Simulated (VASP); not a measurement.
Here is a VASP 6.6.1 calculation.

The input INCAR:

```
PREC = Accurate
ENCUT = 520
EDIFF = 1E-7
ISMEAR = -1
SIGMA = 0.03
LREAL = F
LASPH = T
NELM = 60
ALGO = Normal
ISIF = 2
LWAVE = F
LCHARG = F
GGA = PS
NBANDS = 16
```

The input KPOINTS:

```
Automatic mesh
0
Gamma
  7 7 7
```

File POSCAR:

```
CdSe
1.0
    0.0000000000      3.0702711986      3.0702711986
    3.0702711986      0.0000000000      3.0702711986
    3.0702711986      3.0702711986      0.0000000000
Cd Se
1 1
Direct
    0.0375000000     -0.0125000000     -0.0125000000
    0.2125000000      0.2625000000      0.2625000000
```

Potentials or basis: VASP PAW PBE potentials, release 64 (Cd, Se).

Run with:

```sh
$ cat potpaw_PBE.64/Cd/POTCAR potpaw_PBE.64/Se/POTCAR > POTCAR
$ mpirun -np 1 vasp_std > vasp.out
```

Predict the band gap on the k mesh.

0.44 eV, direct.

Predict the largest force.

0.666 eV/Å.

Estimate the pressure.

-0.2 GPa.

Forces in eV/Å, atoms in the order of the input:
```
Cd   0.385 -0.385 -0.385
Se  -0.385  0.385  0.385
```

Caveat: the cell differs from its parent crystal (shortest bond scaled by 1.1); the PAW data sets were made with another functional, which shifts forces and pressure a little.
